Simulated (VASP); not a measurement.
Wanted: the native input for a VASP 6.6.1 run.

```yaml
Task: relaxation of cell and atoms
Functional: LDA
Potentials_or_basis: VASP PAW LDA potentials, release 64 (Sr_sv, Te, O)
Cutoff: 600 eV
k_mesh: 8 × 8 × 8
Occupations: gaussian, width 0.1 eV
Spin: no spin polarisation
Dipole_correction: no
Further_INCAR_settings: ALGO = Normal; EDIFF = 1e-07; IBRION = 2; EDIFFG = -0.05; NSW = 100; ISIF = 3
```

The structure of SrTeO lies in POSCAR:

```
SrTeO
1.0
   -2.0312406015      2.0312406015      3.7477819549
    2.0312406015     -2.0312406015      3.7477819549
    2.0312406015      2.0312406015     -3.7477819549
Sr Te O
1 1 1
Direct
    0.0000000000      0.0000000000      0.0000000000
    0.3970000000      0.3970000000      0.0000000000
    0.6030000000      0.6030000000      0.0000000000
```

The input as run:

INCAR

```
PREC     = Accurate       # precision mode
ENCUT    = 600            # plane-wave cutoff, eV
EDIFF    = 1E-7           # SCF threshold, eV
ISMEAR   = 0              # smearing method
SIGMA    = 0.1            # smearing width, eV
LREAL    = F              # projectors in reciprocal space
LASPH    = T              # aspherical terms in the spheres
NELM     = 100            # most SCF steps
ALGO     = Normal         # electronic algorithm
ISIF     = 3              # what is computed and relaxed
LWAVE    = F              # write WAVECAR
LCHARG   = F              # write CHGCAR
IBRION   = 2              # ionic algorithm
NSW      = 100            # ionic steps
EDIFFG   = -0.05          # ionic threshold
```

KPOINTS

```
Automatic mesh
0
Gamma
  8 8 8
```

Potentials or basis: VASP PAW LDA potentials, release 64 (Sr_sv, Te, O).

Command:

```sh
$ cat potpaw_LDA.64/Sr_sv/POTCAR potpaw_LDA.64/Te/POTCAR potpaw_LDA.64/O/POTCAR > POTCAR
$ mpirun -np 1 vasp_std > vasp.out
```

Results of the run:

The relaxed volume is 23.96 Å³/atom, the relaxed cell is a = 5.577 Å, b = 5.577 Å, c = 5.577 Å, α = 139.71°, β = 139.71°, γ = 58.29° and the space group after relaxing (to 0.1 Å) is I4mm (No. 107). The energy gained by relaxing is 1080.8 meV/atom, the ionic steps are 23 and the pressure after relaxing is 0.3 GPa. The largest force after relaxing is 0.034 eV/Å. The band gap on the k mesh is zero (bands 11 and 12 overlap by 1.86 eV).

Caveat: the volume moved by over 15 % at a fixed basis, so the end points are rough; spin-orbit coupling is left out, which moves the levels of the heavy elements; the relaxation stopped at a loose force limit of 0.05 eV/Å, so its end isn't a converged minimum.

Run time: 24 min on 1 thread of Intel(R) Xeon(R) Platinum 8259CL CPU @ 2.50GHz (Skylake/Cascade Lake), with other jobs on the host, peak memory 0.26 GiB.
